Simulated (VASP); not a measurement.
# SrO (Fm-3m) in VASP: single point with LDA

Aim: the single point of SrO with LDA.

Everything below comes from runs of VASP 6.6.1. Logs are shortened: lines on timing, memory, paths and dates and some standing lists are left out, and cuts for length are marked.

### 1 The cell of the first run

The structure is cubic, space group Fm-3m (No. 225). Conventional cell: a = 4.638 Å, b = 4.638 Å, c = 4.638 Å, α = 90.00°, β = 90.00°, γ = 90.00°. Sr (site symmetry m-3m) has 6 O at 2.32 Å within 3.1 Å. Within 3.1 Å of O (site symmetry m-3m) lie 6 Sr at 2.32 Å.

### 2 Single point, LDA

INCAR reads:

```
SYSTEM = SrO
PREC = Accurate
ENCUT = 700
EDIFF = 1E-6
ISMEAR = 0
SIGMA = 0.01
LREAL = .False.
LASPH = .True.
NELM = 120
ALGO = Normal
ISIF = 2
LWAVE = .False.
LCHARG = .False.
GGA = CA
NBANDS = 15
ISYM = -1
GGA_COMPAT = .False.
```

KPOINTS reads:

```
explicit points
500
Reciprocal
  0.05000000   0.05000000   0.05000000 2
  0.05000000   0.05000000   0.15000000 2
  0.05000000   0.05000000   0.25000000 2
  0.05000000   0.05000000   0.35000000 2
  0.05000000   0.05000000   0.45000000 2
  0.05000000   0.05000000   0.55000000 2
[... 492 lines left out ...]
  0.45000000   0.95000000   0.85000000 2
  0.45000000   0.95000000   0.95000000 2
```

POSCAR reads:

```
SrO
1.0
    0.0000000000      2.3188118479      2.3188118479
    2.3188118479      0.0000000000      2.3188118479
    2.3188118479      2.3188118479      0.0000000000
Sr O
1 1
Direct
    0.0000000000      0.0000000000      0.0000000000
    0.5000000000      0.5000000000      0.5000000000
```

Potentials or basis: VASP PAW LDA potentials, release 64 (Sr_sv, O).

Started as:

```
$ cat potpaw_LDA.64/Sr_sv/POTCAR potpaw_LDA.64/O/POTCAR > POTCAR
$ mpirun -np 1 vasp_std > vasp.out
```

OUTCAR:

```text
SYSTEM = SrO
   PREC = Accurate
   ENCUT = 700
   EDIFF = 1E-6
   ISMEAR = 0
   LREAL = .False.
   LASPH = .True.
   NELM = 120
   ISIF = 2
   GGA = CA
   ISYM = -1

 ion  position               nearest neighbor table
   1  0.000  0.000  0.000-   2 2.32   2 2.32   2 2.32   2 2.32   2 2.32   2 2.32
   2  0.500  0.500  0.500-   1 2.32   1 2.32   1 2.32   1 2.32   1 2.32   1 2.32

IMPORTANT INFORMATION: All symmetrisations will be switched off!
NOSYMM: (Re-)initialisation of all symmetry stuff for point group C_1.

----------------------------------------------------------------------------------------

                                     Primitive cell

  volume of cell :      24.9360

  direct lattice vectors                    reciprocal lattice vectors
     0.000000000  2.318811848  2.318811848    -0.215627672  0.215627672  0.215627672
     2.318811848  0.000000000  2.318811848     0.215627672 -0.215627672  0.215627672
     2.318811848  2.318811848  0.000000000     0.215627672  0.215627672 -0.215627672

  length of vectors
     3.279295164  3.279295164  3.279295164     0.373478083  0.373478083  0.373478083

  position of ions in fractional coordinates (direct lattice)
     0.000000000  0.000000000  0.000000000
     0.500000000  0.500000000  0.500000000

  ion indices of the primitive-cell ions
   primitive index   ion index
                 1           1
                 2           2

----------------------------------------------------------------------------------------

 KPOINTS: explicit points

Read explicit list of k-points.

 Found    500 k-points:

 Following reciprocal coordinates:
            Coordinates               Weight
  0.050000  0.050000  0.050000      0.002000
  0.050000  0.050000  0.150000      0.002000
  0.050000  0.050000  0.250000      0.002000
  0.050000  0.050000  0.350000      0.002000
  0.050000  0.050000  0.450000      0.002000
  0.050000  0.050000  0.550000      0.002000
[... 16 lines left out ...]
  0.050000  0.250000  0.250000      0.002000
  0.050000  0.250000  0.350000      0.002000
 [... further k-points ...]
   k-points           NKPTS =    500   k-points in BZ     NKDIM =    500   number of bands    NBANDS=     15
   number of dos      NEDOS =    301   number of ions     NIONS =      2
   total plane-waves  NPLWV =  21952
   dimension x,y,z NGX =    28 NGY =   28 NGZ =   28
   dimension x,y,z NGXF=    56 NGYF=   56 NGZF=   56
   ions per type =               1   1
   NGX,Y,Z   is equivalent  to a cutoff of  14.19, 14.19, 14.19 a.u.
   NGXF,Y,Z  is equivalent  to a cutoff of  28.39, 28.39, 28.39 a.u.
 SYSTEM =  SrO
   PREC   = accura    normal or accurate (medium, high low for compatibility)
   ISTART =      0    job   : 0-new  1-cont  2-samecut
   ICHARG =      2    charge: 1-file 2-atom 10-const
   ISPIN  =      1    spin polarized calculation?
   LNONCOLLINEAR =      F non collinear calculations
   LSORBIT =      F    spin-orbit coupling
   LASPH  =      T    aspherical Exc in radial PAW
   ENCUT  =  700.0 eV  51.45 Ry    7.17 a.u.   7.07  7.07  7.07*2*pi/ulx,y,z
   NELM   =    120;   NELMIN=  2; NELMDL= -5     # of ELM steps
   EDIFF  = 0.1E-05   stopping-criterion for ELM
   LREAL  =      F    real-space projection
   EDIFFG = 0.1E-04   stopping-criterion for IOM
   NSW    =      0    number of steps for IOM
   IBRION =     -1    ionic relax: 0-MD 1-quasi-New 2-CG
   NFREE  =      0    steps in history (QN), initial steepest desc. (CG)
   ISIF   =      2    stress and relaxation
   ISYM   =     -1    0-nonsym 1-usesym 2-fastsym
   POTIM  = 0.5000    time-step for ionic-motion
   TEBEG  =    0.0;   TEEND  =   0.0 temperature during run
   PSTRESS=    0.0 pullay stress
   NELECT =      16.0000    total number of electrons
   NUPDOWN=      -1.0000    fix difference up-down
   EMIN   =  10.00;   EMAX   =-10.00  energy-range for DOS
   EFERMI =   0.00;   METHOD = LEGACY
   ISMEAR =     0;   SIGMA  =   0.01  broadening in eV -4-tet -1-fermi 0-gaus
   EFERMI_NEDOS =   21; number of points for ismear=-14 and -15
   IALGO  =     38    algorithm
   IMIX   =      4    mixing-type and parameters
     AMIX     =   0.40;   BMIX     =  1.00
     AMIX_MAG =   1.60;   BMIX_MAG =  1.00
  volume/ion in A,a.u.               =      12.47        84.14
  Fermi-wavevector in a.u.,A,eV,Ry     =   1.412015  2.668321 27.127111  1.993786
  Thomas-Fermi vector in A             =   2.533807
   LORBIT       =      0    0 simple, 1 ext, 2 COOP (PROOUT), +10 PAW based schemes
   GGA     = CA    functional components
   LHFCALC =     F    Hartree Fock is set to
   AEXX    =    0.0000 exact exchange contribution
   IVDW    =     0    specifies the selected vdW correction
   LEPSILON=     F    determine dielectric tensor
   LRPA    =     F    only Hartree local field effects (RPA)
 non-spin polarized calculation
 Gauss-broadening in eV      SIGMA  =   0.01
  energy-cutoff  :      700.00
  volume of cell :       24.94
 maximum number of plane-waves:      1060
   NGX = 15   NGY = 15   NGZ = 15

 number of electron      16.0000001 magnetization

 Free energy of the ion-electron system (eV)
  ---------------------------------------------------
  ext. energy  EPLUGINS =         0.00000000
  ---------------------------------------------------
  free energy    TOTEN  =       -12.39136480 eV

  energy without entropy =      -12.39136480  energy(sigma->0) =      -12.39136480

 E-fermi :   3.7701     XC(G=0): -12.0581

 val. band max:        3.6384743948   @ k =   0.4500   0.4500   0.9500
 cond. band min:       5.9025967049   @ k =   0.4500   0.4500   0.9500
 fundamental gap:      2.2641223101
 Fermi energy:         3.7700806574

 k-point     1 :       0.0500    0.0500    0.0500
  band No.  band energies     occupation
      1     -28.2223      2.00000
      2     -12.0073      2.00000
      3      -9.3413      2.00000
      4      -9.3413      2.00000
      5      -9.2554      2.00000
      6       3.0883      2.00000
      7       3.1245      2.00000
      8       3.1245      2.00000
      9       9.7399      0.00000
     10       9.7712      0.00000
     11       9.8526      0.00000
     12       9.8526      0.00000
     13      12.9422      0.00000
     14      12.9422      0.00000
     15      17.1921      0.00000

 k-point     2 :       0.0500    0.0500    0.1500
  band No.  band energies     occupation
      1     -28.1599      2.00000
      2     -12.4650      2.00000
      3      -9.4372      2.00000
      4      -9.3245      2.00000
      5      -8.8935      2.00000
      6       2.5313      2.00000
      7       2.7080      2.00000
      8       3.0661      2.00000
      9       9.4993      0.00000
     10      10.0907      0.00000
     11      10.3899      0.00000
     12      10.4982      0.00000
     13      13.3514      0.00000
     14      13.7029      0.00000
     15      18.3697      0.00000

 k-point     3 :       0.0500    0.0500    0.2500
  band No.  band energies     occupation
      1     -28.0231      2.00000
      2     -13.2382      2.00000
      3      -9.5155      2.00000
      4      -9.3460      2.00000
      5      -8.3985      2.00000
      6       1.7120      2.00000
      7       2.1034      2.00000
      8       2.5731      2.00000
      9       9.5110      0.00000
     10      10.8637      0.00000
     11      11.3924      0.00000
     12      11.7773      0.00000
     13      14.5059      0.00000
     14      15.0046      0.00000
     15      20.7105      0.00000

 k-point     4 :       0.0500    0.0500    0.3500
  band No.  band energies     occupation
      1     -27.8589      2.00000
      2     -13.9745      2.00000
      3      -9.5631      2.00000
      4      -9.3963      2.00000
      5      -8.0038      2.00000
      6       0.9599      2.00000
      7       1.5725      2.00000
      8       1.9595      2.00000
      9       9.9717      0.00000
     10      12.0371      0.00000
     11      12.4691      0.00000
     12      13.2785      0.00000
     13      16.0398      0.00000
     14      16.4629      0.00000
     15      22.7293      0.00000
[... 307 lines left out ...]
 k-point    22 :       0.0500    0.2500    0.1500
  band No.  band energies     occupation
      1     -28.0208      2.00000
      2     -13.0835      2.00000
      3      -9.6654      2.00000
      4      -9.4765      2.00000
      5      -8.4613      2.00000
      6       1.4527      2.00000
      7       2.6102      2.00000
      8       3.0156      2.00000
      9       8.5414      0.00000
     10      11.2441      0.00000
     11      11.4385      0.00000
     12      11.9163      0.00000
     13      13.8994      0.00000
     14      15.4659      0.00000
     15      20.7021      0.00000

 k-point    23 :       0.0500    0.2500    0.2500
  band No.  band energies     occupation
      1     -27.9461      2.00000
      2     -13.1504      2.00000
      3      -9.7553      2.00000
      4      -9.7478      2.00000
      5      -8.6253      2.00000
      6       1.3318      2.00000
      7       3.0656      2.00000
      8       3.0886      2.00000
      9       7.6220      0.00000
     10      11.4873      0.00000
     11      12.6112      0.00000
     12      12.6307      0.00000
     13      13.8521      0.00000
     14      16.2053      0.00000
     15      21.8774      0.00000

 k-point    24 :       0.0500    0.2500    0.3500
  band No.  band energies     occupation
      1     -27.8244      2.00000
      2     -13.4285      2.00000
      3      -9.9762      2.00000
      4      -9.8082      2.00000
      5      -8.8346      2.00000
      6       1.4914      2.00000
      7       2.7061      2.00000
      8       3.0836      2.00000
      9       7.4371      0.00000
     10      12.2162      0.00000
     11      13.5678      0.00000
     12      13.7638      0.00000
     13      14.7383      0.00000
     14      16.8414      0.00000
     15      23.6554      0.00000

 [... further k-points ...]
[... 5 lines left out ...]
  --------------------------------------------------------------------------------------
  -------------------------------------------------------------------------------------
  Total        8.1666594      8.1666593      8.1666620      0.0000095      0.0000095      0.0000108
  in kB      524.7210630    524.7210595    524.7212307      0.0006080      0.0006114      0.0006932
  external PRESSURE =     524.7211177 kB  Pullay stress =       0.0000000 kB

 VOLUME and BASIS-vectors are now :
 -----------------------------------------------------------------------------
  energy-cutoff  :      700.00
  volume of cell :       24.94
      direct lattice vectors                 reciprocal lattice vectors
     0.000000000  2.318811848  2.318811848    -0.215627672  0.215627672  0.215627672
     2.318811848  0.000000000  2.318811848     0.215627672 -0.215627672  0.215627672
     2.318811848  2.318811848  0.000000000     0.215627672  0.215627672 -0.215627672

 POSITION                                       TOTAL-FORCE (eV/Angst)
 -----------------------------------------------------------------------------------
      0.00000      0.00000      0.00000        -0.000000      0.000000      0.000000
      2.31881      2.31881      2.31881         0.000000     -0.000000     -0.000000
 -----------------------------------------------------------------------------------
    total drift:                                0.000000      0.000000     -0.000000

  FREE ENERGIE OF THE ION-ELECTRON SYSTEM (eV)
  ---------------------------------------------------
  free  energy   TOTEN  =       -12.3913648044 eV

  energy  without entropy=      -12.3913648044  energy(sigma->0) =      -12.39136480
```

Wall time 5.1 min (1 thread of Intel Xeon Platinum 8175M at 2.50GHz (Skylake/Cascade Lake), shared host); peak memory 0.38 GiB.

What came out:

```
Free energy            : -12.3914 eV
Pressure               : 52.5 GPa
Band gap on the k mesh : 2.26 eV
```

Levels at points of the mesh, in eV from the valence-band top:
```csv
k point,band 4,band 5,band 6,band 7,band 8,band 9,band 10,band 11,band 12,band 13
"(0.05, 0.05, 0.05)",-12.98,-12.89,-0.55,-0.51,-0.51,6.10,6.13,6.21,6.21,9.30
```

Caveat: the cell stands under pressure; a shifted mesh leaves out Γ, where band edges can lie.
